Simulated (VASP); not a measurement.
# CoSn (P6/mmm) in VASP: further runs

The runs below take CoSn through single point, with PBEsol.

All numbers are computed with VASP 6.6.1; they aren't measurements. Logs are shortened: lines on timing, memory, paths and dates and some standing lists are left out, and cuts for length are marked.

**1. The cell of the first run**

It takes space group P6/mmm (No. 191, hexagonal). Conventional cell: a = 5.429 Å, b = 5.429 Å, c = 4.335 Å, α = 90.00°, β = 90.00°, γ = 120.00°. Co (site symmetry mmm) has 6 Sn at 2.67 to 2.71 Å and 4 Co at 2.71 Å within 3.5 Å. Sn (site symmetry -6m2) has 6 Co at 2.67 Å and 3 Sn at 3.13 Å within 3.5 Å. Sn (site symmetry 6/mmm) has 6 Co at 2.71 Å within 3.6 Å.

**2. Single point, PBEsol (equal strain along all axes, cell held: +4.0 %)**

INCAR

```
ALGO = Fast
EDIFF = 1E-7
ENCUT = 520
GGA = PS
ISIF = 2
ISMEAR = 0
LASPH = T
LCHARG = F
LREAL = F
LWAVE = F
NBANDS = 44
NELM = 100
PREC = Accurate
SIGMA = 0.1
```

KPOINTS

```
k-points
0
Gamma
  12 12 8
```

POSCAR

```
CoSn
1.0
    5.4285044449      0.0000000000      0.0000000000
   -2.7142522225      4.7012227539      0.0000000000
    0.0000000000      0.0000000000      4.3352107612
Co Sn
3 3
Direct
    0.0000000000      0.5000000000      0.0000000000
    0.5000000000      0.5000000000      0.0000000000
    0.5000000000      0.0000000000      0.0000000000
    0.6666666667      0.3333333333      0.5000000000
    0.3333333333      0.6666666667      0.5000000000
    0.0000000000      0.0000000000      0.0000000000
```

Potentials or basis: VASP PAW PBE potentials, release 64 (Co, Sn_d).

Run with:

```
$ cat potpaw_PBE.64/Co/POTCAR potpaw_PBE.64/Sn_d/POTCAR > POTCAR
$ mpirun -np 1 vasp_std > vasp.out
```

OUTCAR:

```text
EDIFF = 1E-7
   ENCUT = 520
   GGA = PS
   ISIF = 2
   ISMEAR = 0
   LASPH = T
   LREAL = F
   NELM = 100
   PREC = Accurate

 ion  position               nearest neighbor table
   1  0.000  0.500  0.000-   4 2.67   5 2.67   4 2.67   5 2.67   2 2.71   2 2.71   3 2.71   3 2.71
                             6 2.71   6 2.71
   2  0.500  0.500  0.000-   4 2.67   5 2.67   4 2.67   5 2.67   1 2.71   1 2.71   6 2.71   6 2.71
                             3 2.71   3 2.71
   3  0.500  0.000  0.000-   4 2.67   5 2.67   4 2.67   5 2.67   6 2.71   6 2.71   1 2.71   1 2.71
                             2 2.71   2 2.71
   4  0.667  0.333  0.500-   1 2.67   1 2.67   3 2.67   3 2.67   2 2.67   2 2.67   5 3.13   5 3.13
                             5 3.13
   5  0.333  0.667  0.500-   1 2.67   1 2.67   3 2.67   3 2.67   2 2.67   2 2.67   4 3.13   4 3.13
                             4 3.13
   6  0.000  0.000  0.000-   3 2.71   3 2.71   2 2.71   2 2.71   1 2.71   1 2.71

  LATTYP: Found a hexagonal cell.
 ALAT       =     5.4285044449
 C/A-ratio  =     0.7986013100

  Lattice vectors:

 A1 = (   5.4285044449,   0.0000000000,   0.0000000000)
 A2 = (  -2.7142522225,   4.7012227539,   0.0000000000)
 A3 = (   0.0000000000,   0.0000000000,   4.3352107612)

Analysis of symmetry for initial positions (statically):
=====================================================================
 Subroutine PRICEL returns:
 Original cell was already a primitive cell.

 Routine SETGRP: Setting up the symmetry group for a
 hexagonal supercell.

 Subroutine GETGRP returns: Found 24 space group operations
 (whereof 24 operations were pure point group operations)
 out of a pool of 24 trial point group operations.

The static configuration has the point symmetry D_6h.

Analysis of symmetry for dynamics (positions and initial velocities):
=====================================================================
 Subroutine PRICEL returns:
 Original cell was already a primitive cell.

 Routine SETGRP: Setting up the symmetry group for a
 hexagonal supercell.

 Subroutine GETGRP returns: Found 24 space group operations
 (whereof 24 operations were pure point group operations)
 out of a pool of 24 trial point group operations.

The dynamic configuration has the point symmetry D_6h.

 Subroutine INISYM returns: Found 24 space group operations
 (whereof 24 operations are pure point group operations),
 and found     1 'primitive' translations

----------------------------------------------------------------------------------------

                                     Primitive cell

  volume of cell :     110.6372

  direct lattice vectors                    reciprocal lattice vectors
     5.428504445  0.000000000  0.000000000     0.184212799  0.106355309  0.000000000
    -2.714252222  4.701222754  0.000000000     0.000000000  0.212710619  0.000000000
     0.000000000  0.000000000  4.335210761     0.000000000  0.000000000  0.230669293

  length of vectors
     5.428504445  5.428504445  4.335210761     0.212710619  0.212710619  0.230669293

  position of ions in fractional coordinates (direct lattice)
     0.000000000  0.500000000  0.000000000
     0.500000000  0.500000000  0.000000000
     0.500000000  0.000000000  0.000000000
     0.666666667  0.333333333  0.500000000
     0.333333333  0.666666667  0.500000000
     0.000000000  0.000000000  0.000000000

  ion indices of the primitive-cell ions
   primitive index   ion index
                 1           1
                 2           2
                 3           3
                 4           4
                 5           5
                 6           6

----------------------------------------------------------------------------------------

 KPOINTS: k-points

Automatic generation of k-mesh.
 Grid dimensions read from file:
 generate k-points for:   12   12    8

 Generating k-lattice:

  Cartesian coordinates                     Fractional coordinates (reciprocal lattice)
     0.015351067  0.008862942  0.000000000     0.083333333  0.000000000  0.000000000
     0.000000000  0.017725885  0.000000000     0.000000000  0.083333333  0.000000000
     0.000000000  0.000000000  0.028833662     0.000000000  0.000000000  0.125000000

  Length of vectors
     0.017725885  0.017725885  0.028833662

  Shift w.r.t. Gamma in fractional coordinates (k-lattice)
     0.000000000  0.000000000  0.000000000

 Subroutine IBZKPT returns following result:
 ===========================================

 Found     95 irreducible k-points:

 Following reciprocal coordinates:
            Coordinates               Weight
  0.000000  0.000000  0.000000      1.000000
  0.083333  0.000000  0.000000      6.000000
  0.166667  0.000000  0.000000      6.000000
  0.250000  0.000000  0.000000      6.000000
  0.333333 -0.000000  0.000000      6.000000
  0.416667  0.000000  0.000000      6.000000
[... 16 lines left out ...]
  0.250000  0.000000  0.125000     12.000000
  0.333333 -0.000000  0.125000     12.000000
 [... further k-points ...]
   k-points           NKPTS =     95   k-points in BZ     NKDIM =     95   number of bands    NBANDS=     44
   number of dos      NEDOS =    301   number of ions     NIONS =      6
   total plane-waves  NPLWV =  51200
   dimension x,y,z NGX =    40 NGY =   40 NGZ =   32
   dimension x,y,z NGXF=    80 NGYF=   80 NGZF=   64
   ions per type =               3   3
   NGX,Y,Z   is equivalent  to a cutoff of  12.25, 12.25, 12.27 a.u.
   NGXF,Y,Z  is equivalent  to a cutoff of  24.50, 24.50, 24.54 a.u.
 SYSTEM =  unknown system
   PREC   = accura    normal or accurate (medium, high low for compatibility)
   ISTART =      0    job   : 0-new  1-cont  2-samecut
   ICHARG =      2    charge: 1-file 2-atom 10-const
   ISPIN  =      1    spin polarized calculation?
   LNONCOLLINEAR =      F non collinear calculations
   LSORBIT =      F    spin-orbit coupling
   LASPH  =      T    aspherical Exc in radial PAW
   ENCUT  =  520.0 eV  38.22 Ry    6.18 a.u.  10.09 10.09  8.06*2*pi/ulx,y,z
   NELM   =    100;   NELMIN=  2; NELMDL= -5     # of ELM steps
   EDIFF  = 0.1E-06   stopping-criterion for ELM
   LREAL  =      F    real-space projection
   EDIFFG = 0.1E-05   stopping-criterion for IOM
   NSW    =      0    number of steps for IOM
   IBRION =     -1    ionic relax: 0-MD 1-quasi-New 2-CG
   NFREE  =      0    steps in history (QN), initial steepest desc. (CG)
   ISIF   =      2    stress and relaxation
   ISYM   =      2    0-nonsym 1-usesym 2-fastsym
   POTIM  = 0.5000    time-step for ionic-motion
   TEBEG  =    0.0;   TEEND  =   0.0 temperature during run
   PSTRESS=    0.0 pullay stress
   NELECT =      69.0000    total number of electrons
   NUPDOWN=      -1.0000    fix difference up-down
   EMIN   =  10.00;   EMAX   =-10.00  energy-range for DOS
   EFERMI =   0.00;   METHOD = LEGACY
   ISMEAR =     0;   SIGMA  =   0.10  broadening in eV -4-tet -1-fermi 0-gaus
   EFERMI_NEDOS =   21; number of points for ismear=-14 and -15
   IALGO  =     68    algorithm
   IMIX   =      4    mixing-type and parameters
     AMIX     =   0.40;   BMIX     =  1.00
     AMIX_MAG =   1.60;   BMIX_MAG =  1.00
  volume/ion in A,a.u.               =      18.44       124.44
  Fermi-wavevector in a.u.,A,eV,Ry     =   1.398699  2.643157 26.617860  1.956358
  Thomas-Fermi vector in A             =   2.521831
   LORBIT       =      0    0 simple, 1 ext, 2 COOP (PROOUT), +10 PAW based schemes
   GGA     = PS    functional components
   LHFCALC =     F    Hartree Fock is set to
   AEXX    =    0.0000 exact exchange contribution
   IVDW    =     0    specifies the selected vdW correction
   LEPSILON=     F    determine dielectric tensor
   LRPA    =     F    only Hartree local field effects (RPA)
 non-spin polarized calculation
 RMM-DIIS sequential band-by-band and
 Gauss-broadening in eV      SIGMA  =   0.10
  energy-cutoff  :      520.00
  volume of cell :      110.64
 maximum number of plane-waves:      3004
   NGX = 21   NGY = 21   NGZ = 17

 number of electron      68.9999991 magnetization

 Free energy of the ion-electron system (eV)
  ---------------------------------------------------
  ext. energy  EPLUGINS =         0.00000000
  ---------------------------------------------------
  free energy    TOTEN  =       -36.42737892 eV

  energy without entropy =      -36.41259310  energy(sigma->0) =      -36.41998601

 E-fermi :   8.6076     XC(G=0): -11.4799

 val. band max:        8.5828794497   @ k =   0.3333  -0.0000   0.1250
 cond. band min:       8.6360687197   @ k =   0.2500   0.0000   0.0000
 fundamental gap:      0.0531892701
 Fermi energy:         8.6075536484

 k-point     1 :       0.0000    0.0000    0.0000
  band No.  band energies     occupation
      1     -12.7625      2.00000
      2     -12.6578      2.00000
      3     -12.6578      2.00000
      4     -12.5966      2.00000
      5     -12.5965      2.00000
      6     -12.5012      2.00000
[... 36 lines left out ...]
     43      13.9460      0.00000
     44      14.9035      0.00000

 k-point     2 :       0.0833    0.0000    0.0000
  band No.  band energies     occupation
      1     -12.7622      2.00000
      2     -12.6580      2.00000
      3     -12.6577      2.00000
      4     -12.6011      2.00000
      5     -12.5988      2.00000
      6     -12.5114      2.00000
[... 36 lines left out ...]
     43      13.8260      0.00000
     44      14.0236      0.00000

 k-point     3 :       0.1667    0.0000    0.0000
  band No.  band energies     occupation
      1     -12.7613      2.00000
      2     -12.6586      2.00000
      3     -12.6575      2.00000
      4     -12.6119      2.00000
      5     -12.6052      2.00000
      6     -12.5208      2.00000
[... 976 lines left out ...]
     43      12.9882      0.00000
     44      14.7824      0.00000

 k-point    24 :       0.3333   -0.0000    0.1250
  band No.  band energies     occupation
      1     -12.7575      2.00000
      2     -12.6625      2.00000
      3     -12.6571      2.00000
      4     -12.6317      2.00000
      5     -12.6209      2.00000
      6     -12.5271      2.00000
[... 36 lines left out ...]
     43      13.1563      0.00000
     44      14.5113      0.00000

 [... further k-points ...]

------------------------ aborting loop because EDIFF is reached ----------------------------------------

  FORCE on cell =-STRESS in cart. coord.  units (eV):
  Direction    XX          YY          ZZ          XY          YZ          ZX
  --------------------------------------------------------------------------------------
  -------------------------------------------------------------------------------------
  Total       -8.8943725     -8.8943725     -8.9615768      0.0000000      0.0000000     -0.0000000
  in kB     -128.8026066   -128.8026067   -129.7758167      0.0000000      0.0000000     -0.0000000
  external PRESSURE =    -129.1270100 kB  Pullay stress =       0.0000000 kB

 VOLUME and BASIS-vectors are now :
 -----------------------------------------------------------------------------
  energy-cutoff  :      520.00
  volume of cell :      110.64
      direct lattice vectors                 reciprocal lattice vectors
     5.428504445  0.000000000  0.000000000     0.184212799  0.106355309  0.000000000
    -2.714252222  4.701222754  0.000000000     0.000000000  0.212710619  0.000000000
     0.000000000  0.000000000  4.335210761     0.000000000  0.000000000  0.230669293

 POSITION                                       TOTAL-FORCE (eV/Angst)
 -----------------------------------------------------------------------------------
     -1.35713      2.35061      0.00000         0.000000      0.000000      0.000000
      1.35713      2.35061      0.00000         0.000000      0.000000      0.000000
      2.71425      0.00000      0.00000         0.000000      0.000000      0.000000
      2.71425      1.56707      2.16761        -0.000000      0.000000      0.000000
     -0.00000      3.13415      2.16761         0.000000     -0.000000     -0.000000
      0.00000      0.00000      0.00000         0.000000      0.000000      0.000000
 -----------------------------------------------------------------------------------
    total drift:                               -0.000000      0.000000     -0.000000

  FREE ENERGIE OF THE ION-ELECTRON SYSTEM (eV)
  ---------------------------------------------------
  free  energy   TOTEN  =       -36.4273789163 eV

  energy  without entropy=      -36.4125930999  energy(sigma->0) =      -36.41998601
```

Wall time 9.2 min (1 thread of AMD EPYC 9755, shared host); peak memory 0.44 GiB.

Results:

* Free energy: -36.4274 eV
* Pressure: -12.9 GPa
* Band gap on the k mesh: zero (an odd number of electrons rules out a gap without spin polarisation)

Caveat: the cell differs from its parent crystal (equal strain along all axes, cell held: +4.0 %); the cell stands under tension; the PAW data sets were made with another functional, which shifts forces and pressure a little; spin-orbit coupling is left out, which moves the levels of the heavy elements; the run has no spin polarisation, though such a crystal can be magnetic.

**3. Single point, PBEsol (equal strain along all axes, cell held: +6.0 %)**

INCAR

```
SYSTEM = CoSn
PREC     = Accurate       ! precision mode
ENCUT    = 520            ! plane-wave cutoff, eV
EDIFF    = 1E-6           ! SCF threshold, eV
ISMEAR   = 0              ! smearing method
SIGMA    = 0.1            ! smearing width, eV
LREAL    = .FALSE.        ! projectors in reciprocal space
LASPH    = .TRUE.         ! aspherical terms in the spheres
NELM     = 80             ! most SCF steps
ALGO     = Fast           ! electronic algorithm
ISIF     = 2              ! what is computed and relaxed
LWAVE    = .FALSE.        ! write WAVECAR
LCHARG   = .FALSE.        ! write CHGCAR
GGA      = PS             ! functional
NBANDS   = 44             ! bands
```

KPOINTS

```
regular mesh
0
G
  12 12 8
  0 0 0
```

POSCAR: that of step 2 with these lines changed.

```diff
@@ -2,5 +2,5 @@
 1.0
-    5.4285044449      0.0000000000      0.0000000000
-   -2.7142522225      4.7012227539      0.0000000000
-    0.0000000000      0.0000000000      4.3352107612
+    5.5328987612      0.0000000000      0.0000000000
+   -2.7664493806      4.7916308837      0.0000000000
+    0.0000000000      0.0000000000      4.4185801989
 Co Sn
```

Potentials or basis: VASP PAW PBE potentials, release 64 (Co, Sn_d).

Run with:

```
$ cat potpaw_PBE.64/Co/POTCAR potpaw_PBE.64/Sn_d/POTCAR > POTCAR
$ mpirun -np 1 vasp_std > vasp.out
```

Wall time 11 min (1 thread of AMD EPYC 9755, shared host); peak memory 0.48 GiB.

Results (log left out):

```yaml
Free_energy: -35.8240 eV
Pressure: -16.7 GPa
Band_gap_on_the_k_mesh: zero (an odd number of electrons rules out a gap without spin polarisation)
```

Stress tensor (GPa, compression positive):
```
-16.66   0.00   0.00
  0.00 -16.66   0.00
  0.00   0.00 -16.75
```

Levels at points of the mesh, in eV from the Fermi level:
```
           k point  band 31  band 32  band 33  band 34  band 35  band 36  band 37  band 38
(0.00, 0.00, 0.00)    -0.36    -0.34    -0.33    -0.33     0.32     0.38     1.11     1.11
(0.50, 0.00, 0.00)    -0.54    -0.34    -0.34     0.58     0.88     1.22     1.58     1.78
(0.00, 0.00, 0.50)    -0.79    -0.40    -0.40    -0.38    -0.33    -0.33    -0.06     0.38
(0.50, 0.00, 0.50)    -0.80    -0.58    -0.39    -0.33    -0.33    -0.16     0.40     1.01
```

Caveat: the cell differs from its parent crystal (equal strain along all axes, cell held: +6.0 %); the cell stands under tension; the PAW data sets were made with another functional, which shifts forces and pressure a little; spin-orbit coupling is left out, which moves the levels of the heavy elements; the run has no spin polarisation, though such a crystal can be magnetic. Spin polarisation is off, so any magnetic state and its effect on volume and gap are missing.

The gap in the log of VASP goes by the Fermi energy; the results here count the filled bands.